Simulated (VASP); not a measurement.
Input of a VASP 6.6.1 run:

Contents of INCAR:

```
PREC = Accurate
ENCUT = 500
EDIFF = 1E-6
ISMEAR = -1
SIGMA = 0.05
LREAL = False
LASPH = True
NELM = 120
ALGO = Normal
ISIF = 2
LWAVE = False
LCHARG = True
GGA = CA
LELF = True
LVHAR = True
NBANDS = 18
GGA_COMPAT = False
```

File KPOINTS:

```
regular mesh
0
Gamma
  7 7 7
```

Contents of POSCAR:

```
Al3Pd
1.0
    3.8663382084      0.0000000000      0.0000000000
    0.0000000000      3.8663382084      0.0000000000
    0.0000000000      0.0000000000      3.8663382084
Pd Al
1 3
Direct
    0.0000000000      0.0000000000      0.0000000000
    0.5000000000      0.5000000000      0.0000000000
    0.5000000000      0.0000000000      0.5000000000
    0.0000000000      0.5000000000      0.5000000000
```

Potentials or basis: VASP PAW LDA potentials, release 64 (Pd, Al).

Command:

```console
$ cat potpaw_LDA.64/Pd/POTCAR potpaw_LDA.64/Al/POTCAR > POTCAR
$ mpirun -np 1 vasp_std > vasp.out
```

Task: Estimate the pressure.

Result: 2.7 GPa.

Task: Estimate the band gap on the k mesh.

Result: Zero (an odd number of electrons rules out a gap without spin polarisation).
